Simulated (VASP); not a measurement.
# SiC (Imm2) in VASP: notebook

Runs on SiC. Level: LDA. Tasks: single point.

All numbers are computed with VASP 6.6.1; they aren't measurements. Logs are shortened: lines on timing, memory, paths and dates and some standing lists are left out, and cuts for length are marked.

**1. The cell of the first run**

Symmetry: Imm2, No. 44, orthorhombic system. The conventional cell has a = 3.017 Å, b = 3.132 Å, c = 4.348 Å, α = 90.00°, β = 90.00°, γ = 90.00°. Within 2.5 Å of Si (site symmetry mm2) lie 4 C at 1.86 to 1.91 Å. Within 2.5 Å of C (site symmetry mm2) lie 4 Si at 1.86 to 1.91 Å.

**2. Single point, LDA (strain +0.0375 x Voigt [0, 0, 0, 0, 1, 0])**

INCAR reads:

```
SYSTEM = SiC
PREC = Accurate ; ENCUT = 520
EDIFF = 1E-7 ; ISMEAR = 0
SIGMA = 0.05 ; LREAL = .FALSE.
LASPH = .TRUE. ; NELM = 60
ALGO = Normal ; ISIF = 2
LWAVE = .FALSE. ; LCHARG = .FALSE.
NBANDS = 11
```

KPOINTS reads:

```
Automatic mesh
0
G
  12 12 12
  0 0 0
```

POSCAR reads:

```
SiC
1.0
    0.0407625000      2.1740000000      2.1740000000
    2.2147625000      0.0000000000      2.2147625000
    2.1740000000      2.1740000000      0.0407625000
Si C
1 1
Direct
    0.0000000000      0.0000000000      0.0000000000
    0.7500000000      0.7500000000      0.7500000000
```

Potentials or basis: VASP PAW LDA potentials, release 64 (Si, C).

On the command line:

```
> cat potpaw_LDA.64/Si/POTCAR potpaw_LDA.64/C/POTCAR > POTCAR
> mpirun -np 1 vasp_std > vasp.out
```

OUTCAR:

```text
SYSTEM = SiC
   PREC = Accurate
   ENCUT = 520
   EDIFF = 1E-7
   ISMEAR = 0
   LREAL = .FALSE.
   LASPH = .TRUE.
   NELM = 60
   ISIF = 2

 ion  position               nearest neighbor table
   1  0.000  0.000  0.000-   2 1.86   2 1.86   2 1.91   2 1.91
   2  0.750  0.750  0.750-   1 1.86   1 1.86   1 1.91   1 1.91

  LATTYP: Found a body centered orthorhombic cell.
 ALAT       =     3.0168534043
 B/A-ratio  =     1.0382165605
 C/A-ratio  =     1.4412367515

  Lattice vectors:

 A1 = (   0.0407625000,  -2.1740000000,   2.1740000000)
 A2 = (  -0.0407625000,  -2.1740000000,  -2.1740000000)
 A3 = (   2.1740000000,   2.1740000000,   0.0407625000)

Analysis of symmetry for initial positions (statically):
=====================================================================
 Subroutine PRICEL returns:
 Original cell was already a primitive cell.

 Routine SETGRP: Setting up the symmetry group for a
 body centered orthorhombic supercell.

 Subroutine GETGRP returns: Found  4 space group operations
 (whereof  4 operations were pure point group operations)
 out of a pool of  8 trial point group operations.

The static configuration has the point symmetry C_2v.

Analysis of symmetry for dynamics (positions and initial velocities):
=====================================================================
 Subroutine PRICEL returns:
 Original cell was already a primitive cell.

 Routine SETGRP: Setting up the symmetry group for a
 body centered orthorhombic supercell.

 Subroutine GETGRP returns: Found  4 space group operations
 (whereof  4 operations were pure point group operations)
 out of a pool of  8 trial point group operations.

The dynamic configuration has the point symmetry C_2v.

 Subroutine INISYM returns: Found  4 space group operations
 (whereof  4 operations are pure point group operations),
 and found     1 'primitive' translations

----------------------------------------------------------------------------------------

                                     Primitive cell

  volume of cell :      20.5426

  direct lattice vectors                    reciprocal lattice vectors
     0.040762500  2.174000000  2.174000000    -0.234385529  0.229990800  0.234385529
     2.214762500  0.000000000  2.214762500     0.225757841 -0.229990800  0.225757841
     2.174000000  2.174000000  0.040762500     0.234385529  0.229990800 -0.234385529

  length of vectors
     3.074770492  3.132147165  3.074770492     0.403446305  0.393483130  0.403446305
[... 88 lines left out ...]
   ISYM   =      2    0-nonsym 1-usesym 2-fastsym
   POTIM  = 0.5000    time-step for ionic-motion
   TEBEG  =    0.0;   TEEND  =   0.0 temperature during run
   PSTRESS=    0.0 pullay stress
   NELECT =       8.0000    total number of electrons
   NUPDOWN=      -1.0000    fix difference up-down
   EMIN   =  10.00;   EMAX   =-10.00  energy-range for DOS
   EFERMI =   0.00;   METHOD = LEGACY
   ISMEAR =     0;   SIGMA  =   0.05  broadening in eV -4-tet -1-fermi 0-gaus
   EFERMI_NEDOS =   21; number of points for ismear=-14 and -15
   IALGO  =     38    algorithm
   IMIX   =      4    mixing-type and parameters
     AMIX     =   0.40;   BMIX     =  1.00
     AMIX_MAG =   1.60;   BMIX_MAG =  1.00
  volume/ion in A,a.u.               =      10.27        69.31
  Fermi-wavevector in a.u.,A,eV,Ry     =   1.195509  2.259184 19.446016  1.429242
  Thomas-Fermi vector in A             =   2.331473
   LORBIT       =      0    0 simple, 1 ext, 2 COOP (PROOUT), +10 PAW based schemes
   GGA     = CA    functional components
   LHFCALC =     F    Hartree Fock is set to
   AEXX    =    0.0000 exact exchange contribution
   IVDW    =     0    specifies the selected vdW correction
   LEPSILON=     F    determine dielectric tensor
   LRPA    =     F    only Hartree local field effects (RPA)
 non-spin polarized calculation
 Gauss-broadening in eV      SIGMA  =   0.05
  energy-cutoff  :      520.00
  volume of cell :       20.54
 maximum number of plane-waves:       567
   NGX = 11   NGY = 11   NGZ = 11

 number of electron       8.0000000 magnetization

 Free energy of the ion-electron system (eV)
  ---------------------------------------------------
  ext. energy  EPLUGINS =         0.00000000
  ---------------------------------------------------
  free energy    TOTEN  =       -16.61630033 eV

  energy without entropy =      -16.61630033  energy(sigma->0) =      -16.61630033

 E-fermi :   8.5107     XC(G=0): -11.5869

 val. band max:        8.2576445182   @ k =   0.0000   0.0000   0.0000
 cond. band min:       9.3876204985   @ k =   0.5000   0.0000   0.5000
 fundamental gap:      1.1299759803
 Fermi energy:         8.5106988349

 k-point     1 :       0.0000    0.0000    0.0000
  band No.  band energies     occupation
      1      -7.2311      2.00000
      2       8.0382      2.00000
      3       8.1303      2.00000
      4       8.2576      2.00000
      5      14.2128      0.00000
      6      14.9630      0.00000
      7      15.7076      0.00000
      8      15.8271      0.00000
      9      22.6430      0.00000
     10      22.6708      0.00000
     11      24.4207      0.00000
[... 309 lines left out ...]
 k-point    24 :       0.3333    0.1667    0.0000
  band No.  band energies     occupation
      1      -5.2339      2.00000
      2       3.4378      2.00000
      3       6.3206      2.00000
      4       6.3817      2.00000
      5      12.9050      0.00000
      6      15.5470      0.00000
      7      16.7047      0.00000
      8      17.7012      0.00000
      9      20.8548      0.00000
     10      24.2295      0.00000
     11      25.7149      0.00000

 [... further k-points ...]

------------------------ aborting loop because EDIFF is reached ----------------------------------------

  FORCE on cell =-STRESS in cart. coord.  units (eV):
  Direction    XX          YY          ZZ          XY          YZ          ZX
  --------------------------------------------------------------------------------------
  -------------------------------------------------------------------------------------
  Total       -0.2614770     -0.3013038     -0.2614770      0.0000000      0.0000000     -1.3202550
  in kB      -20.3933298    -23.4995343    -20.3933298      0.0000000      0.0000000   -102.9704222
  external PRESSURE =     -21.4287313 kB  Pullay stress =       0.0000000 kB

 VOLUME and BASIS-vectors are now :
 -----------------------------------------------------------------------------
  energy-cutoff  :      520.00
  volume of cell :       20.54
      direct lattice vectors                 reciprocal lattice vectors
     0.040762500  2.174000000  2.174000000    -0.234385529  0.229990800  0.234385529
     2.214762500  0.000000000  2.214762500     0.225757841 -0.229990800  0.225757841
     2.174000000  2.174000000  0.040762500     0.234385529  0.229990800 -0.234385529

 POSITION                                       TOTAL-FORCE (eV/Angst)
 -----------------------------------------------------------------------------------
      0.00000      0.00000      0.00000         0.000000     -0.302990      0.000000
      3.32214      3.26100      3.32214        -0.000000      0.302990     -0.000000
 -----------------------------------------------------------------------------------
    total drift:                               -0.000000     -0.000095     -0.000000

  FREE ENERGIE OF THE ION-ELECTRON SYSTEM (eV)
  ---------------------------------------------------
  free  energy   TOTEN  =       -16.6163003307 eV

  energy  without entropy=      -16.6163003307  energy(sigma->0) =      -16.61630033
```

OSZICAR:

```text
N       E                     dE             d eps       ncg     rms          rms(c)
DAV:   1     0.129843505979E+01    0.12984E+01   -0.39831E+03  6424   0.614E+02
DAV:   2    -0.181048540700E+02   -0.19403E+02   -0.18526E+02  7751   0.109E+02
DAV:   3    -0.186798977938E+02   -0.57504E+00   -0.57397E+00  7609   0.155E+01
DAV:   4    -0.186822781070E+02   -0.23803E-02   -0.23801E-02  7086   0.129E+00
DAV:   5    -0.186822896108E+02   -0.11504E-04   -0.11504E-04  7630   0.820E-02    0.916E+00
DAV:   6    -0.167083324024E+02    0.19740E+01   -0.72613E+00  6994   0.120E+01    0.403E+00
DAV:   7    -0.166374093741E+02    0.70923E-01   -0.39304E-01  7429   0.363E+00    0.181E+00
DAV:   8    -0.166167291406E+02    0.20680E-01   -0.27218E-02  7156   0.995E-01    0.184E-01
DAV:   9    -0.166162889272E+02    0.44021E-03   -0.21356E-03  7651   0.252E-01    0.977E-02
DAV:  10    -0.166163000539E+02   -0.11127E-04   -0.13900E-04  6940   0.737E-02    0.340E-02
DAV:  11    -0.166163006136E+02   -0.55977E-06   -0.47669E-06  7494   0.140E-02    0.160E-02
DAV:  12    -0.166163003389E+02    0.27477E-06   -0.81162E-07  7108   0.515E-03    0.257E-03
DAV:  13    -0.166163003307E+02    0.82019E-08   -0.21131E-07  4721   0.250E-03
   1 F= -.16616300E+02 E0= -.16616300E+02  d E =-.122624E-15
```

Run time: 72 s. Hardware: 1 thread of Intel Xeon 6975P-C, shared host; peak memory 0.17 GiB.

What came out:

```yaml
Free_energy: -16.6163 eV
Pressure: -2.1 GPa
Largest_force: 0.303 eV/Å
Band_gap_on_the_k_mesh: 1.13 eV, indirect (least direct gap 4.15 eV)
```

Forces in eV/Å, atoms in the order of the input:
```
Si   0.000 -0.303  0.000
C    0.000  0.303  0.000
```

Stress tensor (GPa, compression positive):
```
 -2.04   0.00 -10.30
  0.00  -2.35   0.00
-10.30   0.00  -2.04
```

Caveat: the cell differs from its parent crystal (strain +0.0375 x Voigt [0, 0, 0, 0, 1, 0]).

**3. Single point, LDA (strain +0.0225 x Voigt [0, 0, 0, 0, 1, 0])**

INCAR reads:

```
ALGO = Normal
EDIFF = 1E-6
ENCUT = 520
GGA = CA
ISIF = 2
ISMEAR = 0
LASPH = True
LCHARG = False
LREAL = False
LWAVE = False
NBANDS = 11
NELM = 60
PREC = Accurate
SIGMA = 0.05
```

KPOINTS reads:

```
k-points
0
Gamma
  12 12 12
```

POSCAR reads:

```
SiC
1.0
    0.0244575000      2.1740000000      2.1740000000
    2.1984575000      0.0000000000      2.1984575000
    2.1740000000      2.1740000000      0.0244575000
Si C
1 1
Direct
    0.0000000000      0.0000000000      0.0000000000
    0.7500000000      0.7500000000      0.7500000000
```

Potentials or basis: VASP PAW LDA potentials, release 64 (Si, C).

On the command line:

```
> cat potpaw_LDA.64/Si/POTCAR potpaw_LDA.64/C/POTCAR > POTCAR
> mpirun -np 1 vasp_std > vasp.out
```

Wall time 55 s (1 thread of Intel Xeon 6975P-C, shared host); peak memory 0.17 GiB.

It converged, with:

```yaml
Free_energy: -16.6321 eV
Pressure: -2.4 GPa
Largest_force: 0.181 eV/Å
Band_gap_on_the_k_mesh: 1.21 eV, indirect (least direct gap 4.31 eV)
```

Forces on the atoms (eV/Å):
```
Si   0.000 -0.181  0.000
C    0.000  0.181  0.000
```

Stress tensor (GPa, compression positive):
```
-2.36  0.00 -6.16
 0.00 -2.47  0.00
-6.16  0.00 -2.36
```

Levels at points of the mesh, in eV from the valence-band top:
| k point | band 1 | band 2 | band 3 | band 4 | band 5 | band 6 | band 7 | band 8 |
| --- | --- | --- | --- | --- | --- | --- | --- | --- |
| (0.00, 0.00, 0.00) | -15.44 | -0.13 | -0.07 | 0.00 | 6.18 | 6.92 | 7.31 | 7.44 |
| (0.50, 0.00, 0.00) | -11.70 | -8.64 | -1.19 | -1.18 | 5.22 | 6.88 | 7.12 | 9.84 |
| (0.00, 0.50, 0.00) | -11.88 | -8.68 | -1.07 | -1.05 | 5.54 | 7.07 | 7.31 | 9.94 |
| (0.50, 0.50, 0.00) | -10.30 | -7.90 | -3.27 | -3.27 | 1.23 | 4.15 | 13.75 | 13.83 |
| (0.50, 0.00, 0.50) | -10.31 | -7.90 | -3.45 | -3.09 | 1.21 | 4.17 | 13.82 | 13.87 |

Caveat: the cell differs from its parent crystal (strain +0.0225 x Voigt [0, 0, 0, 0, 1, 0]). A k mesh can miss the band edges.

**4. Single point, LDA (strain +0.0075 x Voigt [0, 0, 0, 0, 1, 0])**

INCAR reads:

```
  ALGO = Normal
  EDIFF = 1E-7
  ENCUT = 520
  GGA = CA
  ISIF = 2
  ISMEAR = 0
  LASPH = T
  LCHARG = F
  LREAL = F
  LWAVE = F
  NBANDS = 11
  NELM = 60
  PREC = Accurate
  SIGMA = 0.05
```

KPOINTS is that of step 3.

POSCAR reads:

```
SiC
1.0
    0.0081525000      2.1740000000      2.1740000000
    2.1821525000      0.0000000000      2.1821525000
    2.1740000000      2.1740000000      0.0081525000
Si C
1 1
Direct
    0.0000000000      0.0000000000      0.0000000000
    0.7500000000      0.7500000000      0.7500000000
```

Potentials or basis: VASP PAW LDA potentials, release 64 (Si, C).

On the command line:

```
> cat potpaw_LDA.64/Si/POTCAR potpaw_LDA.64/C/POTCAR > POTCAR
> mpirun -np 1 vasp_std > vasp.out
```

OUTCAR:

```text
EDIFF = 1E-7
   ENCUT = 520
   GGA = CA
   ISIF = 2
   ISMEAR = 0
   LASPH = T
   LREAL = F
   NELM = 60
   PREC = Accurate

 ion  position               nearest neighbor table
   1  0.000  0.000  0.000-   2 1.88   2 1.88   2 1.89   2 1.89
   2  0.750  0.750  0.750-   1 1.88   1 1.88   1 1.89   1 1.89

  LATTYP: Found a body centered orthorhombic cell.
 ALAT       =     3.0629709085
 B/A-ratio  =     1.0075282309
 C/A-ratio  =     1.4195368255

  Lattice vectors:

 A1 = (   0.0081525000,  -2.1740000000,   2.1740000000)
 A2 = (  -0.0081525000,  -2.1740000000,  -2.1740000000)
 A3 = (   2.1740000000,   2.1740000000,   0.0081525000)

Analysis of symmetry for initial positions (statically):
=====================================================================
 Subroutine PRICEL returns:
 Original cell was already a primitive cell.

 Routine SETGRP: Setting up the symmetry group for a
 body centered orthorhombic supercell.

 Subroutine GETGRP returns: Found  4 space group operations
 (whereof  4 operations were pure point group operations)
 out of a pool of  8 trial point group operations.

The static configuration has the point symmetry C_2v.

Analysis of symmetry for dynamics (positions and initial velocities):
=====================================================================
 Subroutine PRICEL returns:
 Original cell was already a primitive cell.

 Routine SETGRP: Setting up the symmetry group for a
 body centered orthorhombic supercell.

 Subroutine GETGRP returns: Found  4 space group operations
 (whereof  4 operations were pure point group operations)
 out of a pool of  8 trial point group operations.

The dynamic configuration has the point symmetry C_2v.

 Subroutine INISYM returns: Found  4 space group operations
 (whereof  4 operations are pure point group operations),
 and found     1 'primitive' translations

----------------------------------------------------------------------------------------

[... 119 lines left out ...]
   AEXX    =    0.0000 exact exchange contribution
   IVDW    =     0    specifies the selected vdW correction
   LEPSILON=     F    determine dielectric tensor
   LRPA    =     F    only Hartree local field effects (RPA)
 non-spin polarized calculation
 Gauss-broadening in eV      SIGMA  =   0.05
  energy-cutoff  :      520.00
  volume of cell :       20.55
 maximum number of plane-waves:       568
   NGX = 11   NGY = 11   NGZ = 11

 number of electron       8.0000001 magnetization

 Free energy of the ion-electron system (eV)
  ---------------------------------------------------
  ext. energy  EPLUGINS =         0.00000000
  ---------------------------------------------------
  free energy    TOTEN  =       -16.63995204 eV

  energy without entropy =      -16.63995204  energy(sigma->0) =      -16.63995204

 E-fermi :   8.4379     XC(G=0): -11.5859

 val. band max:        8.1623845745   @ k =   0.0000   0.0000   0.0000
 cond. band min:       9.4369616598   @ k =   0.5000   0.0000   0.5000
 fundamental gap:      1.2745770853
 Fermi energy:         8.4379239494

 k-point     1 :       0.0000    0.0000    0.0000
  band No.  band energies     occupation
      1      -7.2294      2.00000
      2       8.1187      2.00000
      3       8.1398      2.00000
      4       8.1624      2.00000
      5      14.4970      0.00000
      6      15.2941      0.00000
      7      15.3972      0.00000
      8      15.4668      0.00000
      9      22.6400      0.00000
     10      22.6411      0.00000
     11      24.4179      0.00000
[... 309 lines left out ...]
 k-point    24 :       0.3333    0.1667   -0.0000
  band No.  band energies     occupation
      1      -5.2719      2.00000
      2       3.3943      2.00000
      3       6.3413      2.00000
      4       6.3785      2.00000
      5      12.9740      0.00000
      6      15.6454      0.00000
      7      17.0120      0.00000
      8      17.7187      0.00000
      9      20.7428      0.00000
     10      24.2297      0.00000
     11      25.8125      0.00000

 [... further k-points ...]

------------------------ aborting loop because EDIFF is reached ----------------------------------------

  FORCE on cell =-STRESS in cart. coord.  units (eV):
  Direction    XX          YY          ZZ          XY          YZ          ZX
  --------------------------------------------------------------------------------------
  -------------------------------------------------------------------------------------
  Total       -0.3239924     -0.3255949     -0.3239924     -0.0000000      0.0000000     -0.2637450
  in kB      -25.2605520    -25.3854997    -25.2605520     -0.0000000      0.0000000    -20.5632724
  external PRESSURE =     -25.3022012 kB  Pullay stress =       0.0000000 kB

 VOLUME and BASIS-vectors are now :
 -----------------------------------------------------------------------------
  energy-cutoff  :      520.00
  volume of cell :       20.55
      direct lattice vectors                 reciprocal lattice vectors
     0.008152500  2.174000000  2.174000000    -0.230856512  0.229990800  0.230856512
     2.182152500  0.000000000  2.182152500     0.229131557 -0.229990800  0.229131557
     2.174000000  2.174000000  0.008152500     0.230856512  0.229990800 -0.230856512

 POSITION                                       TOTAL-FORCE (eV/Angst)
 -----------------------------------------------------------------------------------
      0.00000      0.00000      0.00000         0.000000     -0.060309     -0.000000
      3.27323      3.26100      3.27323         0.000000      0.060309      0.000000
 -----------------------------------------------------------------------------------
    total drift:                               -0.000000     -0.000014     -0.000000

  FREE ENERGIE OF THE ION-ELECTRON SYSTEM (eV)
  ---------------------------------------------------
  free  energy   TOTEN  =       -16.6399520394 eV

  energy  without entropy=      -16.6399520394  energy(sigma->0) =      -16.63995204
```

OSZICAR:

```text
N       E                     dE             d eps       ncg     rms          rms(c)
DAV:   1     0.148663410117E+01    0.14866E+01   -0.39157E+03  6435   0.608E+02
DAV:   2    -0.180868088278E+02   -0.19573E+02   -0.18577E+02  7756   0.109E+02
DAV:   3    -0.186932392319E+02   -0.60643E+00   -0.60513E+00  7627   0.158E+01
DAV:   4    -0.186957459225E+02   -0.25067E-02   -0.25065E-02  7074   0.130E+00
DAV:   5    -0.186957581718E+02   -0.12249E-04   -0.12249E-04  7589   0.832E-02    0.914E+00
DAV:   6    -0.167310152464E+02    0.19647E+01   -0.72322E+00  6970   0.119E+01    0.403E+00
DAV:   7    -0.166609521235E+02    0.70063E-01   -0.39017E-01  7378   0.361E+00    0.180E+00
DAV:   8    -0.166403697514E+02    0.20582E-01   -0.26569E-02  7162   0.982E-01    0.181E-01
DAV:   9    -0.166399378517E+02    0.43190E-03   -0.20419E-03  7700   0.244E-01    0.979E-02
DAV:  10    -0.166399521533E+02   -0.14302E-04   -0.13150E-04  6910   0.708E-02    0.330E-02
DAV:  11    -0.166399523041E+02   -0.15077E-06   -0.41416E-06  7498   0.122E-02    0.134E-02
DAV:  12    -0.166399520380E+02    0.26611E-06   -0.68181E-07  7003   0.412E-03    0.109E-03
DAV:  13    -0.166399520394E+02   -0.14312E-08   -0.50433E-08  4151   0.129E-03
   1 F= -.16639952E+02 E0= -.16639952E+02  d E =-.106248E-17
```

It took 58 s on 1 thread of Intel Xeon 6975P-C, shared host; peak memory 0.17 GiB.

Results:

| Item | Value |
| --- | --- |
| Free energy | -16.6400 eV |
| Pressure | -2.5 GPa |
| Largest force | 0.060 eV/Å |
| Band gap on the k mesh | 1.27 eV, indirect (least direct gap 4.44 eV) |

Forces in eV/Å, atoms in the order of the input:
```
Si   0.000 -0.060  0.000
C    0.000  0.060  0.000
```

Caveat: the cell differs from its parent crystal (strain +0.0075 x Voigt [0, 0, 0, 0, 1, 0]). A k mesh can miss the band edges.

**5. Overview**

```tsv
cell	gap on the mesh (eV)	pressure (GPa)	largest force (eV/Å)
a = 3.075, b = 3.132 Å, angles 59.4, 58.8, 59.4°, 2 atoms	1.13	-2.1	0.30
a = 3.075, b = 3.109 Å, angles 59.6, 59.3, 59.6°, 2 atoms	1.21	-2.4	0.18
a = 3.075, b = 3.086 Å, angles 59.9, 59.8, 59.9°, 2 atoms	1.27	-2.5	0.06
```

Alike in all rows: task single point; level LDA; potentials or basis VASP PAW LDA potentials, release 64 (Si, C); no spin polarisation; k mesh 12 × 12 × 12; cutoff (eV) 520; smearing gaussian 0.05 eV.

Total energies depend on the potentials used, so only differences within one code and one set of settings carry meaning.
